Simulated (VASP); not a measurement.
# Sn (Fm-3m) in VASP: further runs

The runs below take Sn through single point, with PBE.

Program: VASP 6.6.1. These are calculated values, not measurements. Logs are shortened: lines on timing, memory, paths and dates and some standing lists are left out, and cuts for length are marked.

## 1. The cell of the first run

Symmetry: Fm-3m, No. 225, cubic system. The conventional cell has a = 4.820 Å, b = 4.820 Å, c = 4.820 Å, α = 90.00°, β = 90.00°, γ = 90.00°. Within 4.5 Å of Sn (site symmetry m-3m) lie 12 Sn at 3.41 Å.

## 2. Single point, PBE

Contents of INCAR:

```
  PREC = Accurate
  ENCUT = 520
  EDIFF = 1E-6
  ISMEAR = -1
  SIGMA = 0.15
  LREAL = F
  LASPH = T
  NELM = 60
  ALGO = Normal
  ISIF = 2
  LWAVE = F
  LCHARG = T
  GGA = PE
  LELF = T
  LVHAR = T
  NBANDS = 13
```

Contents of KPOINTS:

```
Automatic mesh
0
Gamma
  4 4 4
```

Contents of POSCAR:

```
Sn
1.0
    0.0000000000      2.4101000000      2.4101000000
    2.4101000000      0.0000000000      2.4101000000
    2.4101000000      2.4101000000      0.0000000000
Sn
1
Direct
    0.0000000000      0.0000000000      0.0000000000
```

Potentials or basis: VASP PAW PBE potentials, release 64 (Sn_d).

Launch:

```
cat potpaw_PBE.64/Sn_d/POTCAR > POTCAR
mpirun -np 1 vasp_std > vasp.out
```

OUTCAR:

```text
PREC = Accurate
   ENCUT = 520
   EDIFF = 1E-6
   ISMEAR = -1
   LREAL = F
   LASPH = T
   NELM = 60
   ISIF = 2
   GGA = PE

 ion  position               nearest neighbor table
   1  0.000  0.000  0.000-

  LATTYP: Found a face centered cubic cell.
 ALAT       =     4.8202000000

  Lattice vectors:

 A1 = (   0.0000000000,   2.4101000000,   2.4101000000)
 A2 = (   2.4101000000,   0.0000000000,   2.4101000000)
 A3 = (   2.4101000000,   2.4101000000,   0.0000000000)

Analysis of symmetry for initial positions (statically):
=====================================================================
 Subroutine PRICEL returns:
 Original cell was already a primitive cell.

 Routine SETGRP: Setting up the symmetry group for a
 face centered cubic supercell.

 Subroutine GETGRP returns: Found 48 space group operations
 (whereof 48 operations were pure point group operations)
 out of a pool of 48 trial point group operations.

The static configuration has the point symmetry O_h .

Analysis of symmetry for dynamics (positions and initial velocities):
=====================================================================
 Subroutine PRICEL returns:
 Original cell was already a primitive cell.

 Routine SETGRP: Setting up the symmetry group for a
 face centered cubic supercell.

 Subroutine GETGRP returns: Found 48 space group operations
 (whereof 48 operations were pure point group operations)
 out of a pool of 48 trial point group operations.

The dynamic configuration has the point symmetry O_h .

 Subroutine INISYM returns: Found 48 space group operations
 (whereof 48 operations are pure point group operations),
 and found     1 'primitive' translations

----------------------------------------------------------------------------------------

                                     Primitive cell

  volume of cell :      27.9985

  direct lattice vectors                    reciprocal lattice vectors
     0.000000000  2.410100000  2.410100000    -0.207460271  0.207460271  0.207460271
     2.410100000  0.000000000  2.410100000     0.207460271 -0.207460271  0.207460271
     2.410100000  2.410100000  0.000000000     0.207460271  0.207460271 -0.207460271

  length of vectors
     3.408396107  3.408396107  3.408396107     0.359331731  0.359331731  0.359331731

  position of ions in fractional coordinates (direct lattice)
     0.000000000  0.000000000  0.000000000

  ion indices of the primitive-cell ions
   primitive index   ion index
[... 62 lines left out ...]
   ISIF   =      2    stress and relaxation
   ISYM   =      2    0-nonsym 1-usesym 2-fastsym
   POTIM  = 0.5000    time-step for ionic-motion
   TEBEG  =    0.0;   TEEND  =   0.0 temperature during run
   PSTRESS=    0.0 pullay stress
   NELECT =      14.0000    total number of electrons
   NUPDOWN=      -1.0000    fix difference up-down
   EMIN   =  10.00;   EMAX   =-10.00  energy-range for DOS
   EFERMI =   0.00;   METHOD = LEGACY
   ISMEAR =    -1;   SIGMA  =   0.15  broadening in eV -4-tet -1-fermi 0-gaus
   EFERMI_NEDOS =   21; number of points for ismear=-14 and -15
   IALGO  =     38    algorithm
   IMIX   =      4    mixing-type and parameters
     AMIX     =   0.40;   BMIX     =  1.00
     AMIX_MAG =   1.60;   BMIX_MAG =  1.00
  volume/ion in A,a.u.               =      28.00       188.94
  Fermi-wavevector in a.u.,A,eV,Ry     =   1.299389  2.455489 22.972229  1.688411
  Thomas-Fermi vector in A             =   2.430656
   LORBIT       =      0    0 simple, 1 ext, 2 COOP (PROOUT), +10 PAW based schemes
   GGA     = PE    functional components
   LHFCALC =     F    Hartree Fock is set to
   AEXX    =    0.0000 exact exchange contribution
   IVDW    =     0    specifies the selected vdW correction
   LEPSILON=     F    determine dielectric tensor
   LRPA    =     F    only Hartree local field effects (RPA)
 non-spin polarized calculation
  energy-cutoff  :      520.00
  volume of cell :       28.00
 maximum number of plane-waves:       769
 NGX is ok and might be reduce to    28
   NGX = 13   NGY = 13   NGZ = 13

 number of electron      13.9999999 magnetization

 Free energy of the ion-electron system (eV)
  ---------------------------------------------------
  ext. energy  EPLUGINS =         0.00000000
  ---------------------------------------------------
  free energy    TOTEN  =        -3.69658053 eV

  energy without entropy =       -3.63798192  energy(sigma->0) =       -3.66728123

 E-fermi :   7.7931     XC(G=0): -10.2334

 val. band max:        7.6318674398   @ k =  -0.2500   0.5000   0.2500
 cond. band min:       7.8656211109   @ k =  -0.2500   0.2500   0.0000
 fundamental gap:      0.2337536711
 Fermi energy:         7.7930529067

 k-point     1 :       0.0000    0.0000    0.0000
  band No.  band energies     occupation
      1     -13.7936      2.00000
      2     -13.7936      2.00000
      3     -13.7936      2.00000
      4     -13.7199      2.00000
      5     -13.7199      2.00000
      6      -3.1475      2.00000
      7      15.2354      0.00000
      8      15.2354      0.00000
      9      15.2354      0.00000
     10      18.3535      0.00000
     11      19.4321      0.00000
     12      19.4321      0.00000
     13      19.4321      0.00000
[... 98 lines left out ...]
  band No.  band energies     occupation
      1     -13.7752      2.00000
      2     -13.7569      2.00000
      3     -13.7569      2.00000
      4     -13.6925      2.00000
      5     -13.6354      2.00000
      6       3.1774      2.00000
      7       6.0922      1.99998
      8       6.0922      1.99998
      9       7.6319      1.49093
     10      18.6021      0.00000
     11      19.9051      0.00000
     12      19.9051      0.00000
     13      21.2382      0.00000

------------------------ aborting loop because EDIFF is reached ----------------------------------------

  FORCE on cell =-STRESS in cart. coord.  units (eV):
  Direction    XX          YY          ZZ          XY          YZ          ZX
  --------------------------------------------------------------------------------------
  -------------------------------------------------------------------------------------
  Total        0.0069169      0.0069169      0.0069169     -0.0000000     -0.0000000      0.0000000
  in kB        0.3958109      0.3958109      0.3958109     -0.0000000     -0.0000000      0.0000000
  external PRESSURE =       0.3958109 kB  Pullay stress =       0.0000000 kB

 VOLUME and BASIS-vectors are now :
 -----------------------------------------------------------------------------
  energy-cutoff  :      520.00
  volume of cell :       28.00
      direct lattice vectors                 reciprocal lattice vectors
     0.000000000  2.410100000  2.410100000    -0.207460271  0.207460271  0.207460271
     2.410100000  0.000000000  2.410100000     0.207460271 -0.207460271  0.207460271
     2.410100000  2.410100000  0.000000000     0.207460271  0.207460271 -0.207460271

 POSITION                                       TOTAL-FORCE (eV/Angst)
 -----------------------------------------------------------------------------------
      0.00000      0.00000      0.00000         0.000000     -0.000000      0.000000
 -----------------------------------------------------------------------------------
    total drift:                               -0.000000     -0.000000     -0.000000

  FREE ENERGIE OF THE ION-ELECTRON SYSTEM (eV)
  ---------------------------------------------------
  free  energy   TOTEN  =        -3.6965805304 eV

  energy  without entropy=       -3.6379819225  energy(sigma->0) =       -3.66728123
```

OSZICAR:

```text
N       E                     dE             d eps       ncg     rms          rms(c)
DAV:   1     0.829816952100E+02    0.82982E+02   -0.74013E+03   213   0.165E+03
DAV:   2     0.223904288518E+01   -0.80743E+02   -0.78064E+02   208   0.351E+02
DAV:   3    -0.358514686716E+01   -0.58242E+01   -0.58086E+01   263   0.742E+01
DAV:   4    -0.370610228804E+01   -0.12096E+00   -0.12092E+00   238   0.112E+01
DAV:   5    -0.370991193163E+01   -0.38096E-02   -0.38095E-02   261   0.198E+00    0.121E+00
DAV:   6    -0.370009251967E+01    0.98194E-02   -0.10655E-02   271   0.167E+00    0.667E-01
DAV:   7    -0.369671746570E+01    0.33751E-02   -0.68107E-03   258   0.129E+00    0.891E-02
DAV:   8    -0.369657897447E+01    0.13849E-03   -0.65821E-04   263   0.430E-01    0.204E-02
DAV:   9    -0.369657927504E+01   -0.30056E-06   -0.11183E-05   248   0.400E-02    0.147E-02
DAV:  10    -0.369658042294E+01   -0.11479E-05   -0.34812E-06   263   0.239E-02    0.162E-03
DAV:  11    -0.369658053044E+01   -0.10751E-06   -0.16582E-07   129   0.659E-03
   1 F= -.36965805E+01 E0= -.36672812E+01  d E =-.585986E-01
```

stdout:

```text
POSCAR found type information on POSCAR Sn
 POSCAR found :  1 types and       1 ions
 scaLAPACK will be used
 LDA part: xc-table for (Slater+PW92), standard interpolation
 POSCAR, INCAR and KPOINTS ok, starting setup
 FFT: planning ... GRIDC
 FFT: planning ... GRID_SOFT
 FFT: planning ... GRID
 WAVECAR not read
 entering main loop
```

Run time: 12 s. Hardware: 1 thread of Intel Xeon 8259CL, shared host; peak memory 0.15 GiB.

Results:

```
Free energy            : -3.6966 eV
Pressure               : 0.0 GPa
Band gap on the k mesh : zero (band 7 reaches 15.24 eV, above the bottom of band 8 at 6.09 eV)
```

Levels at points of the mesh, in eV from the Fermi level:
```csv
k point,band 4,band 5,band 6,band 7,band 8,band 9,band 10,band 11
"(0.00, 0.00, 0.00)",-21.51,-21.51,-10.94,7.44,7.44,7.44,10.56,11.64
"(0.50, 0.00, 0.00)",-21.44,-21.44,-6.77,-4.50,5.60,5.60,9.94,9.95
"(0.50, 0.50, 0.00)",-21.43,-21.43,-4.94,-3.52,2.01,2.01,5.29,5.71
```

Caveat: the k points lie up to 0.56 Å⁻¹ apart; spin-orbit coupling is left out, which moves the levels of the heavy elements.

## 3. Single point, PBE

Contents of INCAR:

```
SYSTEM = Sn
PREC     = Accurate       ! precision mode
ENCUT    = 520            ! plane-wave cutoff, eV
EDIFF    = 1E-6           ! SCF threshold, eV
ISMEAR   = -1             ! smearing method
SIGMA    = 0.15           ! smearing width, eV
LREAL    = .False.        ! projectors in reciprocal space
LASPH    = .True.         ! aspherical terms in the spheres
NELM     = 80             ! most SCF steps
ALGO     = Normal         ! electronic algorithm
ISIF     = 2              ! what is computed and relaxed
LWAVE    = .False.        ! write WAVECAR
LCHARG   = .False.        ! write CHGCAR
GGA      = PE             ! functional
NBANDS   = 13             ! bands
```

Contents of KPOINTS:

```
Automatic mesh
0
Gamma
  4 4 4
  0 0 0
```

POSCAR is that of step 2.

Potentials or basis: VASP PAW PBE potentials, release 64 (Sn_d).

Launch:

```
cat potpaw_PBE.64/Sn_d/POTCAR > POTCAR
mpirun -np 1 vasp_std > vasp.out
```

It took 8.4 s on 1 thread of Intel Xeon 8259CL, shared host; peak memory 0.15 GiB.

Results (log left out):

```yaml
Free_energy: -3.6966 eV
Pressure: 0.0 GPa
Band_gap_on_the_k_mesh: zero (band 7 reaches 15.24 eV, above the bottom of band 8 at 6.09 eV)
```

Levels at points of the mesh, in eV from the Fermi level:
```tsv
k point	band 4	band 5	band 6	band 7	band 8	band 9	band 10	band 11
(0.00, 0.00, 0.00)	-21.51	-21.51	-10.94	7.44	7.44	7.44	10.56	11.64
(0.50, 0.00, 0.00)	-21.44	-21.44	-6.77	-4.50	5.60	5.60	9.94	9.95
(0.50, 0.50, 0.00)	-21.43	-21.43	-4.94	-3.52	2.01	2.01	5.29	5.71
```

Caveat: the k points lie up to 0.56 Å⁻¹ apart; spin-orbit coupling is left out, which moves the levels of the heavy elements.

## 4. Single point, PBE, non-collinear spin, zero start, spin-orbit coupling

Contents of INCAR:

```
SYSTEM = Sn
ALGO     = Normal         ! electronic algorithm
EDIFF    = 1E-6           ! SCF threshold, eV
ENCUT    = 520            ! plane-wave cutoff, eV
GGA      = PE             ! functional
GGA_COMPAT= .False.      
ISIF     = 2              ! what is computed and relaxed
ISMEAR   = -1             ! smearing method
LASPH    = .True.         ! aspherical terms in the spheres
LCHARG   = .False.        ! write CHGCAR
LORBIT   = 11             ! projections on sites
LORBMOM  = .True.       
LREAL    = .False.        ! projectors in reciprocal space
LSORBIT  = .True.         ! spin-orbit coupling
LWAVE    = .False.        ! write WAVECAR
MAGMOM   = 0 0 0          ! initial moments
NBANDS   = 25             ! bands
NELM     = 150            ! most SCF steps
PREC     = Accurate       ! precision mode
SIGMA    = 0.15           ! smearing width, eV
```

Contents of KPOINTS:

```
k-points
0
Gamma
  4 4 4
  0 0 0
```

POSCAR is that of step 3.

Launch:

```
cat potpaw_PBE.64/Sn_d/POTCAR > POTCAR
mpirun -np 1 vasp_ncl > vasp.out
```

Wall time 39 s (1 thread of Intel Xeon 8259CL, shared host); peak memory 0.23 GiB.

The run converged. Its results:

```
Free energy                                           : -3.7494 eV
Pressure                                              : 0.0 GPa
Net moment                                            : 0.00 μB per cell
Valence electrons inside the program's atomic spheres : Sn 12.13
```

Moments on the atoms (μB; x, y, z):
```
Sn  0.00 0.00 0.00
```

Caveat: the k points lie up to 0.56 Å⁻¹ apart.

## 5. Single point, PBE, non-collinear spin, zero start, spin-orbit coupling

Contents of INCAR:

```
PREC = Accurate
ENCUT = 520
EDIFF = 1E-6
ISMEAR = -1
SIGMA = 0.15
LREAL = F
LASPH = T
NELM = 150
ALGO = Normal
ISIF = 2
LWAVE = F
LCHARG = F
LNONCOLLINEAR = T
MAGMOM = 0 0 0
LORBIT = 11
LSORBIT = T
GGA_COMPAT = F
LORBMOM = T
GGA = PE
NBANDS = 25
```

Contents of KPOINTS:

```
Automatic mesh
0
Gamma
  4 4 4
```

POSCAR is that of step 4.

Launch:

```
cat potpaw_PBE.64/Sn_d/POTCAR > POTCAR
mpirun -np 1 vasp_ncl > vasp.out
```

Run time: 35 s. Hardware: 1 thread of Intel Xeon 8259CL, shared host; peak memory 0.23 GiB.

Results (log left out):

| Property | Result |
| --- | --- |
| Free energy | -3.7494 eV |
| Pressure | 0.0 GPa |
| Net moment | 0.00 μB per cell |
| Valence electrons inside the program's atomic spheres | Sn 12.13 |

Moments on the atoms (μB; x, y, z):
```
Sn  0.00 0.00 0.00
```

Caveat: the k points lie up to 0.56 Å⁻¹ apart.
